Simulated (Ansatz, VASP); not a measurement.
# Two plane-wave programs on SrO

File POSCAR:

```
SrO
1.0
    0.0000000000      2.2895467809      3.2374191482
    2.2895467809      0.0000000000      3.2374191482
    2.2895467809      2.2895467809      0.0000000000
Sr O
1 1
Direct
    0.0000000000      0.0000000000      0.0000000000
    0.5000000000      0.5000000000      0.5000000000
```

File INCAR.step1:

```
SYSTEM = SrO
ALGO = Normal ; EDIFF = 1E-4
ENCUT = 520 ; GGA = PE
ISMEAR = 0 ; LASPH = .TRUE.
LCHARG = .FALSE. ; LREAL = .FALSE.
LWAVE = .TRUE. ; NBANDS = 15
NELM = 80 ; PREC = Accurate
SIGMA = 0.05
```

INCAR.step2

```
SYSTEM = SrO
ALGO = Normal ; EDIFF = 1E-6
ENCUT = 520 ; ISIF = 2
ISMEAR = 0 ; ISTART = 1
LASPH = .TRUE. ; LCHARG = .TRUE.
LELF = .TRUE. ; LMIXTAU = .TRUE.
LREAL = .FALSE. ; LVHAR = .TRUE.
LWAVE = .FALSE. ; METAGGA = R2SCAN
NBANDS = 15 ; NELM = 80
PREC = Accurate ; SIGMA = 0.05
```

Contents of KPOINTS:

```
k-points
0
G
  8 8 8
  0 0 0
```

Input for Ansatz:

```yaml
crystal:
  lattice:
    - [0.0, 2.2895467809, 3.2374191482]
    - [2.2895467809, 0.0, 3.2374191482]
    - [2.2895467809, 2.2895467809, 0.0]
  atoms:
    - { symbol: Sr, position: [0.0, 0.0, 0.0] }
    - { symbol: O, position: [0.5, 0.5, 0.5] }
basis:
  ecutwfc: 500
kpoints:
  mp_grid: { grid: [8, 8, 8] }
hamiltonian:
  xc: r2scan
scf:
  occupations: { method: gaussian, width: 0.05 }
output:
  forces: true
  stress: true
  eigenvalues: true
```

Alike in both runs: task single point; functional r2SCAN; k mesh 8 × 8 × 8; occupations gaussian, width 0.05 eV; no spin polarisation.

|  | VASP | Ansatz |
| --- | --- | --- |
| version | VASP 6.6.1 | Ansatz 0.2.0 |
| potentials or method | VASP PAW PBE potentials, release 64 (Sr_sv, O), cutoff 520 eV | scalar-relativistic, plane waves, PAW |
| valence electrons in the cell | 16 | 16 |

VASP gave:

| Item | Value |
| --- | --- |
| gap on the k mesh at the Fermi level (eV) | 1.93 |
| least direct gap on the mesh (eV) | 2.23 |
| pressure (GPa) | 25.3 |
| traceless stress, the component that is largest in VASP (GPa) | -32.46 |

Q: What did Ansatz give for the same quantities?

A: gap on the k mesh at the Fermi level (eV): 1.96; least direct gap on the mesh (eV): 2.30; pressure (GPa): 23.9; traceless stress, the component that is largest in VASP (GPa): -31.00.

VASP's potentials were made for PBE, not for r2SCAN.
